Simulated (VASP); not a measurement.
# Ba (Im-3m) in VASP: single point with PBEsol

Aim: the single point of Ba with PBEsol.

Everything below comes from runs of VASP 6.6.1. Logs are shortened: lines on timing, memory, paths and dates and some standing lists are left out, and cuts for length are marked.

**1. The cell of the first run**

Symmetry: Im-3m, No. 229, cubic system. The conventional cell has a = 5.012 Å, b = 5.012 Å, c = 5.012 Å, α = 90.00°, β = 90.00°, γ = 90.00°. Within 5.7 Å of Ba (site symmetry m-3m) lie 14 Ba at 4.34 to 5.01 Å.

**2. Single point, PBEsol**

INCAR reads:

```
PREC = Accurate ; ENCUT = 520
EDIFF = 1E-7 ; ISMEAR = 0
SIGMA = 0.05 ; LREAL = F
LASPH = T ; NELM = 100
ALGO = Normal ; ISIF = 2
LWAVE = F ; LCHARG = F
GGA = PS ; NBANDS = 11
```

KPOINTS reads:

```
regular mesh
0
Gamma
  12 12 12
```

POSCAR reads:

```
Ba
1.0
   -2.5062293981      2.5062293981      2.5062293981
    2.5062293981     -2.5062293981      2.5062293981
    2.5062293981      2.5062293981     -2.5062293981
Ba
1
Direct
    0.0000000000      0.0000000000      0.0000000000
```

Potentials or basis: VASP PAW PBE potentials, release 64 (Ba_sv).

On the command line:

```
> cat potpaw_PBE.64/Ba_sv/POTCAR > POTCAR
> mpirun -np 1 vasp_std > vasp.out
```

OUTCAR:

```text
PREC = Accurate
   ENCUT = 520
   EDIFF = 1E-7
   ISMEAR = 0
   LREAL = F
   LASPH = T
   NELM = 100
   ISIF = 2
   GGA = PS

 ion  position               nearest neighbor table
   1  0.000  0.000  0.000-

  LATTYP: Found a body centered cubic cell.
 ALAT       =     5.0124587962

  Lattice vectors:

 A1 = (  -2.5062293981,   2.5062293981,   2.5062293981)
 A2 = (   2.5062293981,  -2.5062293981,   2.5062293981)
 A3 = (   2.5062293981,   2.5062293981,  -2.5062293981)

Analysis of symmetry for initial positions (statically):
=====================================================================
 Subroutine PRICEL returns:
 Original cell was already a primitive cell.

 Routine SETGRP: Setting up the symmetry group for a
 body centered cubic supercell.

 Subroutine GETGRP returns: Found 48 space group operations
 (whereof 48 operations were pure point group operations)
 out of a pool of 48 trial point group operations.

The static configuration has the point symmetry O_h .

Analysis of symmetry for dynamics (positions and initial velocities):
=====================================================================
 Subroutine PRICEL returns:
 Original cell was already a primitive cell.

 Routine SETGRP: Setting up the symmetry group for a
 body centered cubic supercell.

 Subroutine GETGRP returns: Found 48 space group operations
 (whereof 48 operations were pure point group operations)
 out of a pool of 48 trial point group operations.

The dynamic configuration has the point symmetry O_h .

 Subroutine INISYM returns: Found 48 space group operations
 (whereof 48 operations are pure point group operations),
 and found     1 'primitive' translations

----------------------------------------------------------------------------------------

                                     Primitive cell

  volume of cell :      62.9684

  direct lattice vectors                    reciprocal lattice vectors
    -2.506229398  2.506229398  2.506229398     0.000000000  0.199502887  0.199502887
     2.506229398 -2.506229398  2.506229398     0.199502887  0.000000000  0.199502887
     2.506229398  2.506229398 -2.506229398     0.199502887  0.199502887  0.000000000

  length of vectors
     4.340916653  4.340916653  4.340916653     0.282139688  0.282139688  0.282139688

  position of ions in fractional coordinates (direct lattice)
     0.000000000  0.000000000  0.000000000

  ion indices of the primitive-cell ions
   primitive index   ion index
                 1           1

----------------------------------------------------------------------------------------

 KPOINTS: regular mesh

Automatic generation of k-mesh.
 Grid dimensions read from file:
 generate k-points for:   12   12   12

 Generating k-lattice:

  Cartesian coordinates                     Fractional coordinates (reciprocal lattice)
     0.000000000  0.016625241  0.016625241     0.083333333  0.000000000  0.000000000
     0.016625241  0.000000000  0.016625241     0.000000000  0.083333333  0.000000000
     0.016625241  0.016625241  0.000000000     0.000000000  0.000000000  0.083333333

  Length of vectors
     0.023511641  0.023511641  0.023511641

  Shift w.r.t. Gamma in fractional coordinates (k-lattice)
     0.000000000  0.000000000  0.000000000

 Subroutine IBZKPT returns following result:
 ===========================================

 Found     72 irreducible k-points:

 Following reciprocal coordinates:
            Coordinates               Weight
  0.000000  0.000000  0.000000      1.000000
  0.083333  0.000000  0.000000     12.000000
  0.166667  0.000000  0.000000     12.000000
  0.250000  0.000000  0.000000     12.000000
  0.333333  0.000000  0.000000     12.000000
  0.416667  0.000000  0.000000     12.000000
[... 16 lines left out ...]
  0.333333  0.083333  0.083333     24.000000
  0.416667  0.083333  0.083333     12.000000
 [... further k-points ...]
   k-points           NKPTS =     72   k-points in BZ     NKDIM =     72   number of bands    NBANDS=     11
   number of dos      NEDOS =    301   number of ions     NIONS =      1
   total plane-waves  NPLWV =  32768
   dimension x,y,z NGX =    32 NGY =   32 NGZ =   32
   dimension x,y,z NGXF=    64 NGYF=   64 NGZF=   64
   ions per type =               1
   NGX,Y,Z   is equivalent  to a cutoff of  12.26, 12.26, 12.26 a.u.
   NGXF,Y,Z  is equivalent  to a cutoff of  24.51, 24.51, 24.51 a.u.
 SYSTEM =  unknown system
   PREC   = accura    normal or accurate (medium, high low for compatibility)
   ISTART =      0    job   : 0-new  1-cont  2-samecut
   ICHARG =      2    charge: 1-file 2-atom 10-const
   ISPIN  =      1    spin polarized calculation?
   LNONCOLLINEAR =      F non collinear calculations
   LSORBIT =      F    spin-orbit coupling
   LASPH  =      T    aspherical Exc in radial PAW
   ENCUT  =  520.0 eV  38.22 Ry    6.18 a.u.   8.07  8.07  8.07*2*pi/ulx,y,z
   NELM   =    100;   NELMIN=  2; NELMDL= -5     # of ELM steps
   EDIFF  = 0.1E-06   stopping-criterion for ELM
   LREAL  =      F    real-space projection
   EDIFFG = 0.1E-05   stopping-criterion for IOM
   NSW    =      0    number of steps for IOM
   IBRION =     -1    ionic relax: 0-MD 1-quasi-New 2-CG
   NFREE  =      0    steps in history (QN), initial steepest desc. (CG)
   ISIF   =      2    stress and relaxation
   ISYM   =      2    0-nonsym 1-usesym 2-fastsym
   POTIM  = 0.5000    time-step for ionic-motion
   TEBEG  =    0.0;   TEEND  =   0.0 temperature during run
   PSTRESS=    0.0 pullay stress
   NELECT =      10.0000    total number of electrons
   NUPDOWN=      -1.0000    fix difference up-down
   EMIN   =  10.00;   EMAX   =-10.00  energy-range for DOS
   EFERMI =   0.00;   METHOD = LEGACY
   ISMEAR =     0;   SIGMA  =   0.05  broadening in eV -4-tet -1-fermi 0-gaus
   EFERMI_NEDOS =   21; number of points for ismear=-14 and -15
   IALGO  =     38    algorithm
   IMIX   =      4    mixing-type and parameters
     AMIX     =   0.40;   BMIX     =  1.00
     AMIX_MAG =   1.60;   BMIX_MAG =  1.00
  volume/ion in A,a.u.               =      62.97       424.93
  Fermi-wavevector in a.u.,A,eV,Ry     =   0.886545  1.675327 10.693658  0.785962
  Thomas-Fermi vector in A             =   2.007725
   LORBIT       =      0    0 simple, 1 ext, 2 COOP (PROOUT), +10 PAW based schemes
   GGA     = PS    functional components
   LHFCALC =     F    Hartree Fock is set to
   AEXX    =    0.0000 exact exchange contribution
   IVDW    =     0    specifies the selected vdW correction
   LEPSILON=     F    determine dielectric tensor
   LRPA    =     F    only Hartree local field effects (RPA)
 non-spin polarized calculation
 Gauss-broadening in eV      SIGMA  =   0.05
  energy-cutoff  :      520.00
  volume of cell :       62.97
 maximum number of plane-waves:      1724
   NGX = 17   NGY = 17   NGZ = 17

 number of electron      10.0000000 magnetization

 number of electron       9.9999999 magnetization

 Free energy of the ion-electron system (eV)
  ---------------------------------------------------
  ext. energy  EPLUGINS =         0.00000000
  ---------------------------------------------------
  free energy    TOTEN  =        -2.14063518 eV

  energy without entropy =       -2.13888296  energy(sigma->0) =       -2.13975907

 E-fermi :   1.5350     XC(G=0):  -7.5082

 val. band max:        1.5243220515   @ k =  -0.4167   0.5000   0.2500
 cond. band min:       1.5685852782   @ k =  -0.4167  -0.4167   0.1667
 fundamental gap:      0.0442632267
 Fermi energy:         1.5349805870

 k-point     1 :       0.0000    0.0000    0.0000
  band No.  band energies     occupation
      1     -27.3212      2.00000
      2     -12.2517      2.00000
      3     -12.2517      2.00000
      4     -12.2517      2.00000
      5      -1.2314      2.00000
      6       3.3492      0.00000
      7       3.3492      0.00000
      8       3.3492      0.00000
      9       4.7843      0.00000
     10       4.7843      0.00000
     11       8.4785      0.00000

 k-point     2 :       0.0833    0.0000    0.0000
  band No.  band energies     occupation
      1     -27.3182      2.00000
      2     -12.2853      2.00000
      3     -12.2620      2.00000
      4     -12.2519      2.00000
      5      -1.1007      2.00000
      6       3.2424      0.00000
      7       3.2931      0.00000
      8       3.4825      0.00000
      9       4.6099      0.00000
     10       4.7752      0.00000
     11       8.6280      0.00000

 k-point     3 :       0.1667    0.0000    0.0000
  band No.  band energies     occupation
      1     -27.3103      2.00000
      2     -12.3752      2.00000
      3     -12.2900      2.00000
      4     -12.2524      2.00000
      5      -0.7345      2.00000
      6       2.9842      0.00000
      7       3.0496      0.00000
      8       3.8756      0.00000
      9       4.4428      0.00000
     10       4.7766      0.00000
     11       8.9283      0.00000

 k-point     4 :       0.2500    0.0000    0.0000
  band No.  band energies     occupation
      1     -27.2993      2.00000
      2     -12.4938      2.00000
      3     -12.3278      2.00000
      4     -12.2532      2.00000
      5      -0.2173      2.00000
      6       2.6874      0.00000
      7       2.6922      0.00000
      8       4.5080      0.00000
      9       4.5300      0.00000
     10       4.8408      0.00000
     11       8.8021      0.00000
[... 239 lines left out ...]
 k-point    22 :       0.2500    0.0833    0.0833
  band No.  band energies     occupation
      1     -27.2864      2.00000
      2     -12.6109      2.00000
      3     -12.3683      2.00000
      4     -12.2823      2.00000
      5       0.5271      2.00000
      6       2.3026      0.00000
      7       2.3245      0.00000
      8       4.8016      0.00000
      9       5.0830      0.00000
     10       5.7623      0.00000
     11       8.4498      0.00000

 k-point    23 :       0.3333    0.0833    0.0833
  band No.  band energies     occupation
      1     -27.2792      2.00000
      2     -12.6672      2.00000
      3     -12.4081      2.00000
      4     -12.2848      2.00000
      5       0.8367      2.00000
      6       2.1704      0.00000
      7       2.4590      0.00000
      8       4.8864      0.00000
      9       5.2660      0.00000
     10       6.5322      0.00000
     11       7.6705      0.00000

 k-point    24 :       0.4167    0.0833    0.0833
  band No.  band energies     occupation
      1     -27.2766      2.00000
      2     -12.6870      2.00000
      3     -12.4231      2.00000
      4     -12.2857      2.00000
      5       0.9057      2.00000
      6       2.1259      0.00000
      7       2.6287      0.00000
      8       4.8650      0.00000
      9       5.3537      0.00000
     10       7.0528      0.00000
     11       7.1664      0.00000

 [... further k-points ...]
[... 5 lines left out ...]
  --------------------------------------------------------------------------------------
  -------------------------------------------------------------------------------------
  Total       -0.2331283     -0.2331283     -0.2331283      0.0000000      0.0000000      0.0000000
  in kB       -5.9317536     -5.9317536     -5.9317536      0.0000000      0.0000000      0.0000000
  external PRESSURE =      -5.9317536 kB  Pullay stress =       0.0000000 kB

 VOLUME and BASIS-vectors are now :
 -----------------------------------------------------------------------------
  energy-cutoff  :      520.00
  volume of cell :       62.97
      direct lattice vectors                 reciprocal lattice vectors
    -2.506229398  2.506229398  2.506229398     0.000000000  0.199502887  0.199502887
     2.506229398 -2.506229398  2.506229398     0.199502887  0.000000000  0.199502887
     2.506229398  2.506229398 -2.506229398     0.199502887  0.199502887  0.000000000

 POSITION                                       TOTAL-FORCE (eV/Angst)
 -----------------------------------------------------------------------------------
      0.00000      0.00000      0.00000        -0.000000     -0.000000     -0.000000
 -----------------------------------------------------------------------------------
    total drift:                                0.000000     -0.000000     -0.000000

  FREE ENERGIE OF THE ION-ELECTRON SYSTEM (eV)
  ---------------------------------------------------
  free  energy   TOTEN  =        -2.1406351816 eV

  energy  without entropy=       -2.1388829639  energy(sigma->0) =       -2.13975907
```

Wall time 14 s (1 thread of Intel Xeon Platinum 8488C (Sapphire Rapids), shared host); peak memory 0.2 GiB.

What came out:

```
Free energy            : -2.1406 eV
Pressure               : -0.6 GPa
Band gap on the k mesh : zero (band 5 reaches 2.05 eV, above the bottom of band 6 at 1.00 eV)
```

Caveat: the PAW data sets were made with another functional, which shifts forces and pressure a little; spin-orbit coupling is left out, which moves the levels of the heavy elements.
